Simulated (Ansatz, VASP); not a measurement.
This is a calculation of Ta for Ansatz 0.2.0.

File input.yaml:

```yaml
crystal:
  lattice:
    - [-1.6622159478, 1.6622159478, 1.6622159478]
    - [1.6622159478, -1.6622159478, 1.6622159478]
    - [1.6622159478, 1.6622159478, -1.6622159478]
  atoms:
    - { symbol: Ta, position: [0.0, 0.0, 0.0] }
hamiltonian:
  xc: r2scan
  pseudopotentials: { kind: paw }
kpoints:
  mp_grid: { grid: [11, 11, 11] }
scf:
  occupations: { method: fermi_dirac, width: 0.05 }
output:
  forces: true
  stress: true
  eigenvalues: true
```

Potentials or basis: Ansatz PAW.

Command:

```sh
$ ansatz run input.yaml --threads 2 --pin off --max-ram 5632MiB --backend cpu --events-out ev --progress --plain --runs-dir out
```

Task: Set up the same calculation for VASP 6.6.1. Potentials there: VASP PAW PBE potentials, release 64 (Ta_sv_GW).

Result: As run (the cutoff follows the program's own potentials):

Contents of POSCAR:

```
Ta
1.0
   -1.6622159478      1.6622159478      1.6622159478
    1.6622159478     -1.6622159478      1.6622159478
    1.6622159478      1.6622159478     -1.6622159478
Ta
1
Direct
    0.0000000000      0.0000000000      0.0000000000
```

The input INCAR.step1:

```
SYSTEM = Ta
PREC = Accurate
ENCUT = 550
ISMEAR = -1
SIGMA = 0.05
LREAL = .False.
LASPH = .True.
NELM = 120
NBANDS = 12
GGA = PE
ALGO = Normal
EDIFF = 1E-5
LWAVE = .True.
LCHARG = .False.
GGA_COMPAT = .False.
```

The input INCAR.step2:

```
SYSTEM = Ta
PREC = Accurate
ENCUT = 550
EDIFF = 1E-6
ISMEAR = -1
SIGMA = 0.05
LREAL = .False.
LASPH = .True.
NELM = 120
ALGO = Normal
ISIF = 2
LWAVE = .False.
LCHARG = .False.
METAGGA = R2SCAN
LMIXTAU = .True.
NBANDS = 12
ISTART = 1
GGA_COMPAT = .False.
```

File KPOINTS:

```
regular mesh
0
Gamma
  11 11 11
  0 0 0
```

Potentials or basis: VASP PAW PBE potentials, release 64 (Ta_sv_GW).

Launch:

```bash
$ cat potpaw_PBE.64/Ta_sv_GW/POTCAR > POTCAR
$ cp INCAR.step1 INCAR
$ mpirun -np 1 vasp_std > vasp.out
$ cp INCAR.step2 INCAR
$ mpirun -np 1 vasp_std > vasp.out
```

Both were run:

|  | VASP | Ansatz | Ansatz less VASP |
| --- | --- | --- | --- |
| gap on the k mesh at the Fermi level (eV) | none | none | - |
| pressure (GPa) | -4.7 | -3.8 | +0.92 |

VASP's potentials were made for PBE, not for r2SCAN. A gap of «none» marks a metal or a gap that the smearing closes. The functional is the same, so the differences come from potentials, cutoffs and numerics.

Neither program's run includes spin-orbit coupling.
